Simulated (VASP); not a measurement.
# MoS2 (P3m1) in VASP: notebook

Runs on MoS2. Level: PBEsol. Tasks: single point.

Everything below comes from runs of VASP 6.6.1. Logs are shortened: lines on timing, memory, paths and dates and some standing lists are left out, and cuts for length are marked.

**1. The cell of the first run**

It takes space group P3m1 (No. 156, trigonal). The conventional cell has a = 3.141 Å, b = 3.141 Å, c = 6.125 Å, α = 90.00°, β = 90.00°, γ = 120.00°. Within 3.0 Å of Mo (site symmetry 3m) lie 6 S at 2.28 to 2.55 Å. Within 3.4 Å of S (site symmetry 3m) lie 3 Mo at 2.55 Å and 6 S at 3.14 Å. Within 3.0 Å of S (site symmetry 3m) lie 3 Mo at 2.28 Å.

**2. Single point, PBEsol (all S atoms moved -0.200 Å, as atom 2 along Cartesian [0 0 1])**

The input, INCAR:

```
PREC = Accurate
ENCUT = 520
EDIFF = 1E-6
ISMEAR = 0
SIGMA = 0.15
LREAL = F
LASPH = T
NELM = 100
ALGO = Normal
ISIF = 2
LWAVE = F
LCHARG = F
GGA = PS
NBANDS = 20
```

The input, KPOINTS:

```
Automatic mesh
0
Gamma
  18 18 8
```

The input, POSCAR:

```
MoS2
1.0
    3.1411847469      0.0000000000      0.0000000000
   -1.5705923735      2.7203457888      0.0000000000
    0.0000000000      0.0000000000      6.1247114470
Mo S
1 2
Direct
    0.0000000000      0.0000000000      0.5000000000
    0.3333333333      0.6666666667      0.2084079193
    0.6666666667      0.3333333333      0.7262828815
```

Potentials or basis: VASP PAW PBE potentials, release 64 (Mo_sv, S).

The run is started by

```bash
$ cat potpaw_PBE.64/Mo_sv/POTCAR potpaw_PBE.64/S/POTCAR > POTCAR
$ mpirun -np 1 vasp_std > vasp.out
```

OUTCAR:

```text
PREC = Accurate
   ENCUT = 520
   EDIFF = 1E-6
   ISMEAR = 0
   LREAL = F
   LASPH = T
   NELM = 100
   ISIF = 2
   GGA = PS

 ion  position               nearest neighbor table
   1  0.000  0.000  0.500-   3 2.28   3 2.28   3 2.28   2 2.55   2 2.55   2 2.55
   2  0.333  0.667  0.208-   1 2.55   1 2.55   1 2.55
   3  0.667  0.333  0.726-   1 2.28   1 2.28   1 2.28

  LATTYP: Found a hexagonal cell.
 ALAT       =     3.1411847469
 C/A-ratio  =     1.9498093683

  Lattice vectors:

 A1 = (   3.1411847469,   0.0000000000,   0.0000000000)
 A2 = (  -1.5705923735,   2.7203457888,   0.0000000000)
 A3 = (   0.0000000000,   0.0000000000,   6.1247114470)

Analysis of symmetry for initial positions (statically):
=====================================================================
 Subroutine PRICEL returns:
 Original cell was already a primitive cell.

 Routine SETGRP: Setting up the symmetry group for a
 hexagonal supercell.

 Subroutine GETGRP returns: Found  6 space group operations
 (whereof  6 operations were pure point group operations)
 out of a pool of 24 trial point group operations.

The static configuration has the point symmetry C_3v.

Analysis of symmetry for dynamics (positions and initial velocities):
=====================================================================
 Subroutine PRICEL returns:
 Original cell was already a primitive cell.

 Routine SETGRP: Setting up the symmetry group for a
 hexagonal supercell.

 Subroutine GETGRP returns: Found  6 space group operations
 (whereof  6 operations were pure point group operations)
 out of a pool of 24 trial point group operations.

The dynamic configuration has the point symmetry C_3v.

 Subroutine INISYM returns: Found  6 space group operations
 (whereof  6 operations are pure point group operations),
 and found     1 'primitive' translations

----------------------------------------------------------------------------------------

                                     Primitive cell

  volume of cell :      52.3363

  direct lattice vectors                    reciprocal lattice vectors
     3.141184747  0.000000000  0.000000000     0.318351221  0.183800163  0.000000000
[... 75 lines left out ...]
   ions per type =               1   2
   NGX,Y,Z   is equivalent  to a cutoff of  12.70, 12.70, 13.03 a.u.
   NGXF,Y,Z  is equivalent  to a cutoff of  25.40, 25.40, 26.06 a.u.
 SYSTEM =  unknown system
   PREC   = accura    normal or accurate (medium, high low for compatibility)
   ISTART =      0    job   : 0-new  1-cont  2-samecut
   ICHARG =      2    charge: 1-file 2-atom 10-const
   ISPIN  =      1    spin polarized calculation?
   LNONCOLLINEAR =      F non collinear calculations
   LSORBIT =      F    spin-orbit coupling
   LASPH  =      T    aspherical Exc in radial PAW
   ENCUT  =  520.0 eV  38.22 Ry    6.18 a.u.   5.84  5.84 11.39*2*pi/ulx,y,z
   NELM   =    100;   NELMIN=  2; NELMDL= -5     # of ELM steps
   EDIFF  = 0.1E-05   stopping-criterion for ELM
   LREAL  =      F    real-space projection
   EDIFFG = 0.1E-04   stopping-criterion for IOM
   NSW    =      0    number of steps for IOM
   IBRION =     -1    ionic relax: 0-MD 1-quasi-New 2-CG
   NFREE  =      0    steps in history (QN), initial steepest desc. (CG)
   ISIF   =      2    stress and relaxation
   ISYM   =      2    0-nonsym 1-usesym 2-fastsym
   POTIM  = 0.5000    time-step for ionic-motion
   TEBEG  =    0.0;   TEEND  =   0.0 temperature during run
   PSTRESS=    0.0 pullay stress
   NELECT =      26.0000    total number of electrons
   NUPDOWN=      -1.0000    fix difference up-down
   EMIN   =  10.00;   EMAX   =-10.00  energy-range for DOS
   EFERMI =   0.00;   METHOD = LEGACY
   ISMEAR =     0;   SIGMA  =   0.15  broadening in eV -4-tet -1-fermi 0-gaus
   EFERMI_NEDOS =   21; number of points for ismear=-14 and -15
   IALGO  =     38    algorithm
   IMIX   =      4    mixing-type and parameters
     AMIX     =   0.40;   BMIX     =  1.00
     AMIX_MAG =   1.60;   BMIX_MAG =  1.00
  volume/ion in A,a.u.               =      17.45       117.73
  Fermi-wavevector in a.u.,A,eV,Ry     =   1.296577  2.450175 22.872905  1.681111
  Thomas-Fermi vector in A             =   2.428024
   LORBIT       =      0    0 simple, 1 ext, 2 COOP (PROOUT), +10 PAW based schemes
   GGA     = PS    functional components
   LHFCALC =     F    Hartree Fock is set to
   AEXX    =    0.0000 exact exchange contribution
   IVDW    =     0    specifies the selected vdW correction
   LEPSILON=     F    determine dielectric tensor
   LRPA    =     F    only Hartree local field effects (RPA)
 non-spin polarized calculation
 Gauss-broadening in eV      SIGMA  =   0.15
  energy-cutoff  :      520.00
  volume of cell :       52.34
 maximum number of plane-waves:      1424
   NGX = 11   NGY = 11   NGZ = 23

 number of electron      25.9999999 magnetization

 Free energy of the ion-electron system (eV)
  ---------------------------------------------------
  ext. energy  EPLUGINS =         0.00000000
  ---------------------------------------------------
  free energy    TOTEN  =       -22.18293586 eV

  energy without entropy =      -22.17093855  energy(sigma->0) =      -22.17693720

 E-fermi :   7.8611     XC(G=0): -11.1476

 val. band max:        7.8425257579   @ k =   0.2778   0.2778   0.5000
 cond. band min:       7.8729378179   @ k =  -0.1667   0.3889   0.3750
 fundamental gap:      0.0304120600
 Fermi energy:         7.8611342596

 k-point     1 :       0.0000    0.0000    0.0000
  band No.  band energies     occupation
      1     -53.6711      2.00000
      2     -27.8333      2.00000
      3     -27.6642      2.00000
      4     -27.6642      2.00000
      5      -7.3056      2.00000
      6      -5.6563      2.00000
[... 541 lines left out ...]
     19      15.1112      0.00000
     20      16.1134      0.00000

 [... further k-points ...]
[... 5 lines left out ...]
  --------------------------------------------------------------------------------------
  -------------------------------------------------------------------------------------
  Total        1.2129721      1.2129721      0.7144500     -0.0000000      0.0000000      0.0000000
  in kB       37.1328401     37.1328401     21.8715313     -0.0000000      0.0000000      0.0000000
  external PRESSURE =      32.0457371 kB  Pullay stress =       0.0000000 kB

 VOLUME and BASIS-vectors are now :
 -----------------------------------------------------------------------------
  energy-cutoff  :      520.00
  volume of cell :       52.34
      direct lattice vectors                 reciprocal lattice vectors
     3.141184747  0.000000000  0.000000000     0.318351221  0.183800163  0.000000000
    -1.570592374  2.720345789  0.000000000     0.000000000  0.367600326  0.000000000
     0.000000000  0.000000000  6.124711447     0.000000000  0.000000000  0.163272998

 POSITION                                       TOTAL-FORCE (eV/Angst)
 -----------------------------------------------------------------------------------
      0.00000      0.00000      3.06236        -0.000000      0.000000     -4.301748
     -0.00000      1.81356      1.27644        -0.000000     -0.000000      1.621511
      1.57059      0.90678      4.44827         0.000000      0.000000      2.680238
 -----------------------------------------------------------------------------------
    total drift:                                0.000000     -0.000000     -0.000389

  FREE ENERGIE OF THE ION-ELECTRON SYSTEM (eV)
  ---------------------------------------------------
  free  energy   TOTEN  =       -22.1829358636 eV

  energy  without entropy=      -22.1709385463  energy(sigma->0) =      -22.17693720
```

OSZICAR:

```text
N       E                     dE             d eps       ncg     rms          rms(c)
DAV:   1     0.196652521487E+03    0.19665E+03   -0.14889E+04 11080   0.123E+03
DAV:   2    -0.159492281742E+02   -0.21260E+03   -0.20749E+03 12756   0.322E+02
DAV:   3    -0.235385787094E+02   -0.75894E+01   -0.74999E+01 13372   0.581E+01
DAV:   4    -0.236261675127E+02   -0.87589E-01   -0.87478E-01 12908   0.653E+00
DAV:   5    -0.236274506443E+02   -0.12831E-02   -0.12830E-02 13456   0.772E-01    0.260E+01
DAV:   6    -0.227871229680E+02    0.84033E+00   -0.14315E+01 11336   0.201E+01    0.987E+00
DAV:   7    -0.224440412413E+02    0.34308E+00   -0.92636E+00 11304   0.139E+01    0.704E+00
DAV:   8    -0.221832007058E+02    0.26084E+00   -0.15319E+00 11616   0.596E+00    0.227E+00
DAV:   9    -0.221844727592E+02   -0.12721E-02   -0.43750E-02 12644   0.131E+00    0.626E-01
DAV:  10    -0.221828939470E+02    0.15788E-02   -0.10143E-02 11932   0.607E-01    0.210E-01
DAV:  11    -0.221829373042E+02   -0.43357E-04   -0.61000E-04 12604   0.147E-01    0.849E-02
DAV:  12    -0.221829284954E+02    0.88088E-05   -0.48203E-05 12056   0.410E-02    0.288E-02
DAV:  13    -0.221829363063E+02   -0.78109E-05   -0.11602E-05 11808   0.205E-02    0.153E-02
DAV:  14    -0.221829358636E+02    0.44269E-06   -0.20974E-06  8288   0.763E-03
   1 F= -.22182936E+02 E0= -.22176937E+02  d E =-.119973E-01
```

stdout:

```text
POSCAR found type information on POSCAR MoS
 POSCAR found :  2 types and       3 ions
 scaLAPACK will be used
 -----------------------------------------------------------------------------
|                                                                             |
|                                                                             |
|     You enforced a specific xc type in the INCAR file but a different       |
|     I HOPE YOU KNOW WHAT YOU ARE DOING!                                     |
|                                                                             |
 -----------------------------------------------------------------------------

 LDA part: xc-table for (Slater+PW92), standard interpolation
 POSCAR, INCAR and KPOINTS ok, starting setup
 FFT: planning ... GRIDC
 FFT: planning ... GRID_SOFT
 FFT: planning ... GRID
 WAVECAR not read
 entering main loop
```

It took 2.2 min on 1 thread of Intel Xeon Platinum 8488C (Sapphire Rapids), shared host; peak memory 0.36 GiB.

What came out:

| Item | Value |
| --- | --- |
| Free energy | -22.1829 eV |
| Pressure | 3.2 GPa |
| Largest force | 4.302 eV/Å |
| Band gap on the k mesh | zero (band 13 reaches 8.50 eV, above the bottom of band 14 at 7.83 eV) |

Forces in eV/Å, atoms in the order of the input:
```
Mo   0.000  0.000 -4.302
S    0.000  0.000  1.622
S    0.000  0.000  2.680
```

Levels at points of the mesh, in eV from the Fermi level:
| k point | band 10 | band 11 | band 12 | band 13 | band 14 | band 15 | band 16 | band 17 |
| --- | --- | --- | --- | --- | --- | --- | --- | --- |
| (0.00, 0.00, 0.00) | -2.48 | -0.86 | -0.86 | -0.51 | 0.19 | 0.19 | 3.40 | 3.40 |
| (0.50, 0.00, 0.00) | -4.19 | -3.40 | -1.68 | -1.46 | 1.30 | 1.78 | 3.49 | 3.85 |
| (0.00, 0.00, 0.50) | -4.09 | -0.87 | -0.87 | 0.08 | 0.08 | 0.14 | 3.66 | 3.66 |
| (0.50, 0.00, 0.50) | -4.26 | -2.88 | -1.71 | -1.22 | 1.30 | 1.91 | 3.34 | 3.66 |

Caveat: the cell differs from its parent crystal (all S atoms moved -0.200 Å, as atom 2 along Cartesian [0 0 1]); the PAW data sets were made with another functional, which shifts forces and pressure a little; this functional lacks dispersion, which binds the layers, so the pressure and a relaxed spacing across them are unreliable.

**3. Single point, PBEsol (all S atoms moved +0.150 Å, as atom 2 along Cartesian [0 0 1])**

The input, INCAR:

```
SYSTEM = MoS2
PREC = Accurate ; ENCUT = 520
EDIFF = 1E-6 ; ISMEAR = 0
SIGMA = 0.15 ; LREAL = .False.
LASPH = .True. ; NELM = 100
ALGO = Normal ; ISIF = 2
LWAVE = .False. ; LCHARG = .False.
GGA = PS ; NBANDS = 20
```

The input, KPOINTS:

```
Automatic mesh
0
Gamma
  18 18 8
  0 0 0
```

The input, POSCAR:

```
MoS2
1.0
    3.1411847469      0.0000000000      0.0000000000
   -1.5705923735      2.7203457888      0.0000000000
    0.0000000000      0.0000000000      6.1247114470
Mo S
1 2
Direct
    0.0000000000      0.0000000000      0.5000000000
    0.3333333333      0.6666666667      0.2655534686
    0.6666666667      0.3333333333      0.7834284308
```

Potentials or basis: VASP PAW PBE potentials, release 64 (Mo_sv, S).

The run is started by

```bash
$ cat potpaw_PBE.64/Mo_sv/POTCAR potpaw_PBE.64/S/POTCAR > POTCAR
$ mpirun -np 1 vasp_std > vasp.out
```

It took 1.7 min on 1 thread of Intel Xeon Platinum 8488C (Sapphire Rapids), shared host; peak memory 0.36 GiB.

Results (log left out):

| Item | Value |
| --- | --- |
| Free energy | -22.3730 eV |
| Pressure | 1.8 GPa |
| Largest force | 3.291 eV/Å |
| Band gap on the k mesh | zero (band 13 reaches 8.58 eV, above the bottom of band 14 at 7.83 eV) |

Forces on the atoms (eV/Å):
```
Mo   0.000  0.000  3.291
S    0.000  0.000 -1.966
S    0.000  0.000 -1.325
```

Stress tensor (GPa, compression positive):
```
2.03 0.00 0.00
0.00 2.03 0.00
0.00 0.00 1.42
```

Levels at points of the mesh, in eV from the Fermi level:
```tsv
k point	band 10	band 11	band 12	band 13	band 14	band 15	band 16	band 17
(0.00, 0.00, 0.00)	-2.32	-0.88	-0.88	-0.83	0.09	0.09	3.30	3.30
(0.50, 0.00, 0.00)	-4.13	-3.42	-1.80	-1.56	1.29	1.80	3.61	3.80
(0.00, 0.00, 0.50)	-4.01	-0.89	-0.89	-0.02	-0.02	-0.01	3.56	3.56
(0.50, 0.00, 0.50)	-4.21	-2.80	-1.90	-1.30	1.29	1.94	3.28	3.85
```

Caveat: the cell differs from its parent crystal (all S atoms moved +0.150 Å, as atom 2 along Cartesian [0 0 1]); the PAW data sets were made with another functional, which shifts forces and pressure a little; this functional lacks dispersion, which binds the layers, so the pressure and a relaxed spacing across them are unreliable.

**4. Single point, PBEsol (all S atoms moved +0.175 Å, as atom 2 along Cartesian [0 0 1])**

The input, INCAR:

```
SYSTEM = MoS2
PREC     = Accurate       ! precision mode
ENCUT    = 520            ! plane-wave cutoff, eV
EDIFF    = 1E-6           ! SCF threshold, eV
ISMEAR   = 0              ! smearing method
SIGMA    = 0.15           ! smearing width, eV
LREAL    = .False.        ! projectors in reciprocal space
LASPH    = .True.         ! aspherical terms in the spheres
NELM     = 80             ! most SCF steps
ALGO     = Normal         ! electronic algorithm
ISIF     = 2              ! what is computed and relaxed
LWAVE    = .False.        ! write WAVECAR
LCHARG   = .False.        ! write CHGCAR
GGA      = PS             ! functional
NBANDS   = 20             ! bands
```

KPOINTS is that of step 3.

The input, POSCAR:

```
MoS2
1.0
    3.1411847469      0.0000000000      0.0000000000
   -1.5705923735      2.7203457888      0.0000000000
    0.0000000000      0.0000000000      6.1247114470
Mo S
1 2
Direct
    0.0000000000      0.0000000000      0.5000000000
    0.3333333333      0.6666666667      0.2696352936
    0.6666666667      0.3333333333      0.7875102558
```

The run is started by

```bash
$ cat potpaw_PBE.64/Mo_sv/POTCAR potpaw_PBE.64/S/POTCAR > POTCAR
$ mpirun -np 1 vasp_std > vasp.out
```

It took 1.7 min on 1 thread of Intel Xeon Platinum 8488C (Sapphire Rapids), shared host; peak memory 0.36 GiB.

The run converged. Its results:

```
Free energy            : -22.2843 eV
Pressure               : 2.5 GPa
Largest force          : 3.804 eV/Å
Band gap on the k mesh : zero (band 13 reaches 8.54 eV, above the bottom of band 14 at 7.83 eV)
```

Forces in eV/Å, atoms in the order of the input:
```
Mo   0.000  0.000  3.804
S    0.000  0.000 -2.324
S    0.000  0.000 -1.481
```

Stress tensor (GPa, compression positive):
```
2.80 0.00 0.00
0.00 2.80 0.00
0.00 0.00 1.81
```

Levels at points of the mesh, in eV from the Fermi level:
```csv
k point,band 10,band 11,band 12,band 13,band 14,band 15,band 16,band 17
"(0.00, 0.00, 0.00)",-2.41,-0.87,-0.87,-0.67,0.14,0.14,3.35,3.35
"(0.50, 0.00, 0.00)",-4.16,-3.41,-1.74,-1.51,1.29,1.79,3.55,3.82
"(0.00, 0.00, 0.50)",-4.06,-0.88,-0.88,0.03,0.03,0.06,3.60,3.60
"(0.50, 0.00, 0.50)",-4.23,-2.85,-1.81,-1.26,1.29,1.93,3.31,3.75
```

Caveat: the cell differs from its parent crystal (all S atoms moved +0.175 Å, as atom 2 along Cartesian [0 0 1]); the PAW data sets were made with another functional, which shifts forces and pressure a little; this functional lacks dispersion, which binds the layers, so the pressure and a relaxed spacing across them are unreliable.

**5. Single point, PBEsol (all S atoms moved +0.125 Å, as atom 2 along Cartesian [0 0 1])**

The input, INCAR:

```
SYSTEM = MoS2
PREC = Accurate
ENCUT = 520
EDIFF = 1E-7
ISMEAR = 0
SIGMA = 0.15
LREAL = .False.
LASPH = .True.
NELM = 80
ALGO = Normal
ISIF = 2
LWAVE = .False.
LCHARG = .True.
GGA = PS
LELF = .True.
LVHAR = .True.
NBANDS = 20
```

KPOINTS is that of step 4.

The input, POSCAR:

```
MoS2
1.0
    3.1411847469      0.0000000000      0.0000000000
   -1.5705923735      2.7203457888      0.0000000000
    0.0000000000      0.0000000000      6.1247114470
Mo S
1 2
Direct
    0.0000000000      0.0000000000      0.5000000000
    0.3333333333      0.6666666667      0.2614716437
    0.6666666667      0.3333333333      0.7793466059
```

The run is started by

```bash
$ cat potpaw_PBE.64/Mo_sv/POTCAR potpaw_PBE.64/S/POTCAR > POTCAR
$ mpirun -np 1 vasp_std > vasp.out
```

Wall time 1.8 min (1 thread of Intel Xeon Platinum 8488C (Sapphire Rapids), shared host); peak memory 0.36 GiB.

It converged, with:

```yaml
Free_energy: -22.4487 eV
Pressure: 1.3 GPa
Largest_force: 2.764 eV/Å
Band_gap_on_the_k_mesh: zero (band 13 reaches 8.62 eV, above the bottom of band 14 at 7.81 eV)
```

Forces in eV/Å, atoms in the order of the input:
```
Mo   0.000  0.000  2.764
S    0.000  0.000 -1.611
S    0.000  0.000 -1.152
```

Stress tensor (GPa, compression positive):
```
1.41 0.00 0.00
0.00 1.41 0.00
0.00 0.00 1.07
```

Levels at points of the mesh, in eV from the Fermi level:
| k point | band 10 | band 11 | band 12 | band 13 | band 14 | band 15 | band 16 | band 17 |
| --- | --- | --- | --- | --- | --- | --- | --- | --- |
| (0.00, 0.00, 0.00) | -2.23 | -0.98 | -0.88 | -0.88 | 0.05 | 0.05 | 3.26 | 3.26 |
| (0.50, 0.00, 0.00) | -4.10 | -3.43 | -1.84 | -1.60 | 1.28 | 1.80 | 3.66 | 3.78 |
| (0.00, 0.00, 0.50) | -3.96 | -0.89 | -0.89 | -0.07 | -0.07 | -0.07 | 3.52 | 3.52 |
| (0.50, 0.00, 0.50) | -4.18 | -2.76 | -2.00 | -1.34 | 1.28 | 1.95 | 3.26 | 3.94 |

Caveat: the cell differs from its parent crystal (all S atoms moved +0.125 Å, as atom 2 along Cartesian [0 0 1]); the PAW data sets were made with another functional, which shifts forces and pressure a little; this functional lacks dispersion, which binds the layers, so the pressure and a relaxed spacing across them are unreliable.
